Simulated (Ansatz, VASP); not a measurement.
Two plane-wave programs on KCl

```
CELL_PARAMETERS angstrom
-0.02876 3.50728 3.50728
3.50728 -0.02876 3.50728
3.47852 3.47852 0.00000
ATOMIC_POSITIONS crystal
K 0.99814 0.99814 0.00186
Cl 0.25186 0.25186 0.24814
```

Change from the starting cell: shear_xy strain -1.6%.

Alike in both runs: task single point; functional r2SCAN; k mesh 6 × 6 × 6; no spin polarisation.

|  | VASP | Ansatz |
| --- | --- | --- |
| version | VASP 6.6.1 | Ansatz 0.2.0 |
| potentials or method | VASP PAW PBE potentials, release 64 (K_sv, Cl) | plane waves, PAW |
| plane-wave cutoff (eV) | 520 | 500 |
| occupations | gaussian, width 0.01 eV | fixed |
| valence electrons in the cell | 16 | 16 |

|  | VASP | Ansatz | Ansatz less VASP |
| --- | --- | --- | --- |
| gap on the k mesh at the Fermi level (eV) | 5.34 | 5.34 | -0.002 |
| pressure (GPa) | 0.0 | 0.0 | +0.02 |

VASP's potentials were made for PBE, not for r2SCAN.
